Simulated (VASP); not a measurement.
Hf2N, 6 atoms in the cell. The structure is tetragonal, space group P4_2/mnm (No. 136). The conventional cell has a = 5.291 Å, b = 5.291 Å, c = 3.235 Å, α = 90.00°, β = 90.00°, γ = 90.00°. Within 2.9 Å of Hf (site symmetry m2m) lie 3 N at 2.22 Å. Within 2.9 Å of N (site symmetry mmm) lie 6 Hf at 2.22 Å. 

* Program: VASP 6.6.1
* Task: single point
* Functional: PBEsol
* Potentials or basis: VASP PAW PBE potentials, release 64 (Hf_pv, N)
* Cutoff: 520 eV
* k mesh: 4 × 4 × 4
* Occupations: gaussian, width 0.1 eV
* Spin: no spin polarisation
* Dipole correction: no
* Further INCAR settings: ALGO = Normal; EDIFF = 1e-06; NBANDS = 34

Potentials or basis: VASP PAW PBE potentials, release 64 (Hf_pv, N).

Launch:

```bash
$ cat potpaw_PBE.64/Hf_pv/POTCAR potpaw_PBE.64/N/POTCAR > POTCAR
$ mpirun -np 1 vasp_std > vasp.out
```

Hardware: 1 thread of AMD EPYC 9R45 96-Core Processor (Zen 5) (shared host).

Q: How long does it take, and how much memory?

A: Wall time 30 s on 1 thread of AMD EPYC 9R45 96-Core Processor (Zen 5), on a shared host, peak memory 0.18 GiB. Counts: scf iterations 14, k points 18.
